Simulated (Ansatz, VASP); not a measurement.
AlN in VASP and in Ansatz

File INCAR:

```
SYSTEM = AlN
  PREC = Accurate
  ENCUT = 520
  EDIFF = 1E-6
  ISMEAR = 0
  SIGMA = 0.05
  LREAL = .False.
  LASPH = .True.
  NELM = 60
  ALGO = Normal
  ISIF = 2
  LWAVE = .False.
  LCHARG = .False.
  GGA = PE
  NBANDS = 11
```

Contents of KPOINTS:

```
Automatic mesh
0
Gamma
  10 10 10
  0 0 0
```

The input POSCAR:

```
AlN
1.0
   -0.1424437406      1.9280777747      1.9280777747
    1.8924668396     -0.1068328055      1.8924668396
    2.0349105802      2.0349105802     -0.2492765461
Al N
1 1
Direct
    0.5000000000      0.5000000000      0.5000000000
    0.0000000000      0.0000000000      0.0000000000
```

Input for Ansatz:

```yaml
crystal:
  lattice:
    - [-0.1424437406, 1.9280777747, 1.9280777747]
    - [1.8924668396, -0.1068328055, 1.8924668396]
    - [2.0349105802, 2.0349105802, -0.2492765461]
  atoms:
    - { symbol: Al, position: [0.5, 0.5, 0.5] }
    - { symbol: "N", position: [0.0, 0.0, 0.0] }
basis:
  ecutwfc: 520.0
kpoints:
  mp_grid: { grid: [10, 10, 10] }
hamiltonian:
  xc: pbe
  pseudopotentials: { kind: paw, azcp: { folder: soft_1 } }
scf:
  occupations: { method: gaussian, width: 0.05 }
output:
  forces: true
  stress: true
  eigenvalues: true
```

Change from the starting cell: engineering shear strain xz -0.1400, engineering shear strain yz -0.1050.

Alike in both runs: task single point; functional PBE; k mesh 10 × 10 × 10; occupations gaussian, width 0.05 eV; no spin polarisation.

```csv
,VASP,Ansatz
version,VASP 6.6.1,Ansatz 0.2.0
potentials or method,"VASP PAW PBE potentials, release 64 (Al, N), cutoff 520 eV","scalar-relativistic, plane waves, PAW"
valence electrons in the cell,8,8
```

```csv
,VASP,Ansatz,Ansatz less VASP
gap on the k mesh at the Fermi level (eV),1.44,1.45,+0.010
least direct gap on the mesh (eV),3.25,3.24,-0.008
pressure (GPa),3.8,3.9,+0.14
"traceless stress, the component that is largest in VASP (GPa)",43.03,43.01,-0.029
```
